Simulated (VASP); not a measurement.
Input of a VASP 6.6.1 run:

The input INCAR:

```
PREC     = Accurate       # precision mode
ENCUT    = 520            # plane-wave cutoff, eV
EDIFF    = 1E-6           # SCF threshold, eV
ISMEAR   = 0              # smearing method
SIGMA    = 0.1            # smearing width, eV
LREAL    = F              # projectors in reciprocal space
LASPH    = T              # aspherical terms in the spheres
NELM     = 100            # most SCF steps
ALGO     = Normal         # electronic algorithm
ISIF     = 2              # what is computed and relaxed
LWAVE    = F              # write WAVECAR
LCHARG   = F              # write CHGCAR
GGA      = PE             # functional
NBANDS   = 61             # bands
```

The input KPOINTS:

```
regular mesh
0
Gamma
  4 4 1
```

The input POSCAR:

```
In2SbSe3
1.0
    4.1726717128     -0.0013018548     -0.0022200080
    0.0013174793      4.4398311067     -0.0154930557
    0.0081039377      0.0460511405     17.9168442925
In Sb Se
4 2 6
Direct
    0.5002977963      0.4150424963      0.3252673682
    0.4998054523     -0.2476724870      0.8253455536
    0.0001483904      0.9294269916      0.1718892667
    0.9998038481      0.2367183590      0.6717966264
    1.0001544290      0.5693117144      0.0378992743
   -0.0001426737      0.5970175592      0.5379158435
    0.4999647108     -0.1070306841      0.9798659980
    0.5002365316      0.2737277316      0.4796814389
    0.5001484021      0.3254584391      0.1643080916
    0.4997993775     -0.1592368184      0.6643018587
    0.0001048213      0.8626623362      0.3209073336
    0.9996789143      0.3045743619      0.8208213462
```

Potentials or basis: VASP PAW PBE potentials, release 64 (In_d, Sb, Se).

Launch:

```bash
$ cat potpaw_PBE.64/In_d/POTCAR potpaw_PBE.64/Sb/POTCAR potpaw_PBE.64/Se/POTCAR > POTCAR
$ mpirun -np 1 vasp_std > vasp.out
```

Task: Predict the band gap on the k mesh.

Result: Zero (bands 49 and 50 overlap by 1.26 eV).

Task: Predict the pressure.

Result: 0.0 GPa.

Task: Predict the largest force.

Result: 0.040 eV/Å.

Forces in eV/Å, atoms in the order of the input:
```
In  -0.001 -0.002  0.007
In  -0.001  0.002  0.003
In   0.000 -0.016 -0.008
In   0.000  0.021 -0.011
Sb  -0.002 -0.009 -0.023
Sb   0.004  0.007 -0.017
Se   0.002 -0.011  0.014
Se  -0.006  0.007  0.013
Se  -0.001  0.040  0.001
Se   0.002 -0.038  0.001
Se   0.001 -0.008  0.007
Se   0.001  0.007  0.012
```

Caveat: the k points lie up to 0.38 Å⁻¹ apart, too coarse for converged energies and pressures of a metal; spin-orbit coupling is left out, which moves the levels of the heavy elements.
